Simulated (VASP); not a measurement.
# KTaO3 (Pm-3m) in VASP: notebook

KTaO3 is run at these levels: PBE, r2SCAN; tasks: single point.

Everything below comes from runs of VASP 6.6.1. Logs are shortened: lines on timing, memory, paths and dates and some standing lists are left out, and cuts for length are marked.

### 1 The cell of the first run

Symmetry: Pm-3m, No. 221, cubic system. The conventional cell has a = 4.064 Å, b = 4.064 Å, c = 4.064 Å, α = 90.00°, β = 90.00°, γ = 90.00°. Within 3.8 Å of K (site symmetry m-3m) lie 12 O at 2.87 Å and 8 Ta at 3.52 Å. Within 2.7 Å of Ta (site symmetry m-3m) lie 6 O at 2.03 Å. O (site symmetry 4/mmm) has 2 Ta at 2.03 Å within 2.7 Å.

### 2 Single point, PBE (volume changed by +3%)

File INCAR:

```
PREC = Accurate ; ENCUT = 520
EDIFF = 1E-6 ; ISMEAR = 0
SIGMA = 0.01 ; LREAL = F
LASPH = T ; NELM = 60
ALGO = Normal ; ISIF = 2
LWAVE = F ; LCHARG = T
GGA = PE ; LELF = T
LVHAR = T ; NBANDS = 27
```

File KPOINTS:

```
Automatic mesh
0
Gamma
  6 6 6
```

File POSCAR:

```
KTaO3
1.0
    4.0642296512      0.0000000000      0.0000000000
    0.0000000000      4.0642296512      0.0000000000
    0.0000000000      0.0000000000      4.0642296512
K Ta O
1 1 3
Direct
    0.5000000000      0.5000000000      0.5000000000
    0.0000000000      0.0000000000      0.0000000000
    0.5000000000      0.0000000000      0.0000000000
    0.0000000000      0.5000000000      0.0000000000
    0.0000000000      0.0000000000      0.5000000000
```

Potentials or basis: VASP PAW PBE potentials, release 64 (K_sv, Ta_pv, O).

On the command line:

```sh
> cat potpaw_PBE.64/K_sv/POTCAR potpaw_PBE.64/Ta_pv/POTCAR potpaw_PBE.64/O/POTCAR > POTCAR
> mpirun -np 1 vasp_std > vasp.out
```

OUTCAR:

```text
PREC = Accurate
   ENCUT = 520
   EDIFF = 1E-6
   ISMEAR = 0
   LREAL = F
   LASPH = T
   NELM = 60
   ISIF = 2
   GGA = PE

 ion  position               nearest neighbor table
   1  0.500  0.500  0.500-   3 2.87   4 2.87   5 2.87   3 2.87   4 2.87   3 2.87   5 2.87   3 2.87
                             4 2.87   5 2.87   4 2.87   5 2.87   2 3.52   2 3.52   2 3.52   2 3.52
   2  0.000  0.000  0.000-   3 2.03   4 2.03   5 2.03   5 2.03   4 2.03   3 2.03   1 3.52   1 3.52
                             1 3.52   1 3.52   1 3.52   1 3.52   1 3.52   1 3.52
   3  0.500  0.000  0.000-   2 2.03   2 2.03   1 2.87   1 2.87   1 2.87   1 2.87
   4  0.000  0.500  0.000-   2 2.03   2 2.03   1 2.87   1 2.87   1 2.87   1 2.87
   5  0.000  0.000  0.500-   2 2.03   2 2.03   1 2.87   1 2.87   1 2.87   1 2.87

  LATTYP: Found a simple cubic cell.
 ALAT       =     4.0642296512

  Lattice vectors:

 A1 = (   4.0642296512,   0.0000000000,   0.0000000000)
 A2 = (   0.0000000000,   4.0642296512,   0.0000000000)
 A3 = (   0.0000000000,   0.0000000000,   4.0642296512)

Analysis of symmetry for initial positions (statically):
=====================================================================
 Subroutine PRICEL returns:
 Original cell was already a primitive cell.

 Routine SETGRP: Setting up the symmetry group for a
 simple cubic supercell.

 Subroutine GETGRP returns: Found 48 space group operations
 (whereof 48 operations were pure point group operations)
 out of a pool of 48 trial point group operations.

The static configuration has the point symmetry O_h .

Analysis of symmetry for dynamics (positions and initial velocities):
=====================================================================
 Subroutine PRICEL returns:
 Original cell was already a primitive cell.

 Routine SETGRP: Setting up the symmetry group for a
 simple cubic supercell.

 Subroutine GETGRP returns: Found 48 space group operations
 (whereof 48 operations were pure point group operations)
 out of a pool of 48 trial point group operations.

The dynamic configuration has the point symmetry O_h .

 Subroutine INISYM returns: Found 48 space group operations
 (whereof 48 operations are pure point group operations),
 and found     1 'primitive' translations

----------------------------------------------------------------------------------------

                                     Primitive cell

  volume of cell :      67.1328

  direct lattice vectors                    reciprocal lattice vectors
     4.064229651  0.000000000  0.000000000     0.246049088  0.000000000  0.000000000
     0.000000000  4.064229651  0.000000000     0.000000000  0.246049088  0.000000000
     0.000000000  0.000000000  4.064229651     0.000000000  0.000000000  0.246049088

  length of vectors
     4.064229651  4.064229651  4.064229651     0.246049088  0.246049088  0.246049088

  position of ions in fractional coordinates (direct lattice)
     0.500000000  0.500000000  0.500000000
     0.000000000  0.000000000  0.000000000
     0.500000000  0.000000000  0.000000000
     0.000000000  0.500000000  0.000000000
     0.000000000  0.000000000  0.500000000

  ion indices of the primitive-cell ions
   primitive index   ion index
                 1           1
                 2           2
                 3           3
                 4           4
                 5           5

----------------------------------------------------------------------------------------

 KPOINTS: Automatic mesh

Automatic generation of k-mesh.
 Grid dimensions read from file:
 generate k-points for:    6    6    6

 Generating k-lattice:

  Cartesian coordinates                     Fractional coordinates (reciprocal lattice)
     0.041008181  0.000000000  0.000000000     0.166666667  0.000000000  0.000000000
     0.000000000  0.041008181  0.000000000     0.000000000  0.166666667  0.000000000
     0.000000000  0.000000000  0.041008181     0.000000000  0.000000000  0.166666667

  Length of vectors
     0.041008181  0.041008181  0.041008181

  Shift w.r.t. Gamma in fractional coordinates (k-lattice)
     0.000000000  0.000000000  0.000000000

 Subroutine IBZKPT returns following result:
 ===========================================

 Found     20 irreducible k-points:

 Following reciprocal coordinates:
            Coordinates               Weight
  0.000000  0.000000  0.000000      1.000000
  0.166667  0.000000  0.000000      6.000000
  0.333333  0.000000  0.000000      6.000000
  0.500000  0.000000  0.000000      3.000000
  0.166667  0.166667  0.000000     12.000000
  0.333333  0.166667  0.000000     24.000000
[... 12 lines left out ...]
  0.500000  0.500000  0.333333      6.000000
  0.500000  0.500000  0.500000      1.000000
   k-points           NKPTS =     20   k-points in BZ     NKDIM =     20   number of bands    NBANDS=     27
   number of dos      NEDOS =    301   number of ions     NIONS =      5
   total plane-waves  NPLWV =  27000
   dimension x,y,z NGX =    30 NGY =   30 NGZ =   30
   dimension x,y,z NGXF=    60 NGYF=   60 NGZF=   60
   ions per type =               1   1   3
   NGX,Y,Z   is equivalent  to a cutoff of  12.27, 12.27, 12.27 a.u.
   NGXF,Y,Z  is equivalent  to a cutoff of  24.54, 24.54, 24.54 a.u.
 SYSTEM =  unknown system
   PREC   = accura    normal or accurate (medium, high low for compatibility)
   ISTART =      0    job   : 0-new  1-cont  2-samecut
   ICHARG =      2    charge: 1-file 2-atom 10-const
   ISPIN  =      1    spin polarized calculation?
   LNONCOLLINEAR =      F non collinear calculations
   LSORBIT =      F    spin-orbit coupling
   LASPH  =      T    aspherical Exc in radial PAW
   ENCUT  =  520.0 eV  38.22 Ry    6.18 a.u.   7.56  7.56  7.56*2*pi/ulx,y,z
   NELM   =     60;   NELMIN=  2; NELMDL= -5     # of ELM steps
   EDIFF  = 0.1E-05   stopping-criterion for ELM
   LREAL  =      F    real-space projection
   EDIFFG = 0.1E-04   stopping-criterion for IOM
   NSW    =      0    number of steps for IOM
   IBRION =     -1    ionic relax: 0-MD 1-quasi-New 2-CG
   NFREE  =      0    steps in history (QN), initial steepest desc. (CG)
   ISIF   =      2    stress and relaxation
   ISYM   =      2    0-nonsym 1-usesym 2-fastsym
   POTIM  = 0.5000    time-step for ionic-motion
   TEBEG  =    0.0;   TEEND  =   0.0 temperature during run
   PSTRESS=    0.0 pullay stress
   NELECT =      38.0000    total number of electrons
   NUPDOWN=      -1.0000    fix difference up-down
   EMIN   =  10.00;   EMAX   =-10.00  energy-range for DOS
   EFERMI =   0.00;   METHOD = LEGACY
   ISMEAR =     0;   SIGMA  =   0.01  broadening in eV -4-tet -1-fermi 0-gaus
   EFERMI_NEDOS =   21; number of points for ismear=-14 and -15
   IALGO  =     38    algorithm
   IMIX   =      4    mixing-type and parameters
     AMIX     =   0.40;   BMIX     =  1.00
     AMIX_MAG =   1.60;   BMIX_MAG =  1.00
  volume/ion in A,a.u.               =      13.43        90.61
  Fermi-wavevector in a.u.,A,eV,Ry     =   1.354226  2.559116 24.952103  1.833928
  Thomas-Fermi vector in A             =   2.481415
   LORBIT       =      0    0 simple, 1 ext, 2 COOP (PROOUT), +10 PAW based schemes
   GGA     = PE    functional components
   LHFCALC =     F    Hartree Fock is set to
   AEXX    =    0.0000 exact exchange contribution
   IVDW    =     0    specifies the selected vdW correction
   LEPSILON=     F    determine dielectric tensor
   LRPA    =     F    only Hartree local field effects (RPA)
 non-spin polarized calculation
 Gauss-broadening in eV      SIGMA  =   0.01
  energy-cutoff  :      520.00
  volume of cell :       67.13
 maximum number of plane-waves:      1856
   NGX = 15   NGY = 15   NGZ = 15

 number of electron      37.9999985 magnetization

 Free energy of the ion-electron system (eV)
  ---------------------------------------------------
  ext. energy  EPLUGINS =         0.00000000
  ---------------------------------------------------
  free energy    TOTEN  =       -41.04270688 eV

  energy without entropy =      -41.04270688  energy(sigma->0) =      -41.04270688

 E-fermi :   1.5070     XC(G=0): -10.5822

 val. band max:        1.4241114332   @ k =   0.5000   0.5000   0.5000
 cond. band min:       3.4714906666   @ k =   0.0000   0.0000   0.0000
 fundamental gap:      2.0473792334
 Fermi energy:         1.5069784895

 k-point     1 :       0.0000    0.0000    0.0000
  band No.  band energies     occupation
      1     -32.9566      2.00000
      2     -32.9566      2.00000
      3     -32.9566      2.00000
      4     -25.9512      2.00000
      5     -15.9233      2.00000
      6     -15.2381      2.00000
[... 19 lines left out ...]
     26       9.4887      0.00000
     27       9.4887      0.00000

 k-point     2 :       0.1667    0.0000    0.0000
  band No.  band energies     occupation
      1     -32.9737      2.00000
      2     -32.9559      2.00000
      3     -32.9559      2.00000
      4     -25.9462      2.00000
      5     -15.8558      2.00000
      6     -15.2333      2.00000
[... 19 lines left out ...]
     26       9.8021      0.00000
     27       9.8528      0.00000

 k-point     3 :       0.3333    0.0000    0.0000
  band No.  band energies     occupation
      1     -33.0077      2.00000
      2     -32.9547      2.00000
      3     -32.9547      2.00000
      4     -25.9362      2.00000
      5     -15.8022      2.00000
      6     -15.2234      2.00000
[... 19 lines left out ...]
     26      10.4674      0.00000
     27      11.0576      0.00000

 k-point     4 :       0.5000    0.0000    0.0000
  band No.  band energies     occupation
      1     -33.0245      2.00000
      2     -32.9540      2.00000
      3     -32.9540      2.00000
      4     -25.9312      2.00000
      5     -15.7990      2.00000
      6     -15.2187      2.00000
[... 19 lines left out ...]
     26      10.8253      0.00000
     27      11.8143      0.00000
[... 396 lines left out ...]
      4     -25.9140      2.00000
      5     -14.8537      2.00000
      6     -14.6810      2.00000
[... 19 lines left out ...]
     26      11.9208      0.00000
     27      12.5136      0.00000

 k-point    19 :       0.5000    0.5000    0.3333
  band No.  band energies     occupation
      1     -33.0192      2.00000
      2     -33.0192      2.00000
      3     -33.0019      2.00000
      4     -25.9111      2.00000
      5     -14.7520      2.00000
      6     -14.4960      2.00000
[... 19 lines left out ...]
     26      12.2254      0.00000
     27      12.2643      0.00000

 k-point    20 :       0.5000    0.5000    0.5000
  band No.  band energies     occupation
      1     -33.0186      2.00000
      2     -33.0186      2.00000
      3     -33.0185      2.00000
      4     -25.9081      2.00000
      5     -14.4785      2.00000
      6     -14.4785      2.00000
[... 19 lines left out ...]
     26      11.9541      0.00000
     27      13.1715      0.00000

------------------------ aborting loop because EDIFF is reached ----------------------------------------

  FORCE on cell =-STRESS in cart. coord.  units (eV):
  Direction    XX          YY          ZZ          XY          YZ          ZX
  --------------------------------------------------------------------------------------
  -------------------------------------------------------------------------------------
  Total       -1.9717487     -1.9717487     -1.9717487      0.0000000      0.0000000     -0.0000000
  in kB      -47.0573454    -47.0573454    -47.0573454      0.0000000      0.0000000     -0.0000000
  external PRESSURE =     -47.0573454 kB  Pullay stress =       0.0000000 kB

 VOLUME and BASIS-vectors are now :
 -----------------------------------------------------------------------------
  energy-cutoff  :      520.00
  volume of cell :       67.13
      direct lattice vectors                 reciprocal lattice vectors
     4.064229651  0.000000000  0.000000000     0.246049088  0.000000000  0.000000000
     0.000000000  4.064229651  0.000000000     0.000000000  0.246049088  0.000000000
     0.000000000  0.000000000  4.064229651     0.000000000  0.000000000  0.246049088

 POSITION                                       TOTAL-FORCE (eV/Angst)
 -----------------------------------------------------------------------------------
      2.03211      2.03211      2.03211         0.000000      0.000000      0.000000
      0.00000      0.00000      0.00000         0.000000      0.000000      0.000000
      2.03211      0.00000      0.00000         0.000000      0.000000      0.000000
      0.00000      2.03211      0.00000         0.000000      0.000000      0.000000
      0.00000      0.00000      2.03211         0.000000      0.000000      0.000000
 -----------------------------------------------------------------------------------
    total drift:                                0.000000     -0.000000      0.000000

  FREE ENERGIE OF THE ION-ELECTRON SYSTEM (eV)
  ---------------------------------------------------
  free  energy   TOTEN  =       -41.0427068801 eV

  energy  without entropy=      -41.0427068801  energy(sigma->0) =      -41.04270688
```

Wall time 34 s (1 thread of Intel Xeon Platinum 8375C at 2.90GHz (Ice Lake), shared host); peak memory 0.19 GiB.

Results:

* Free energy: -41.0427 eV
* Pressure: -4.7 GPa
* Band gap on the k mesh: 2.05 eV, indirect (least direct gap 2.69 eV)

Caveat: spin-orbit coupling is left out, which moves the levels of the heavy elements.

(Continued in part 2 of 2.)
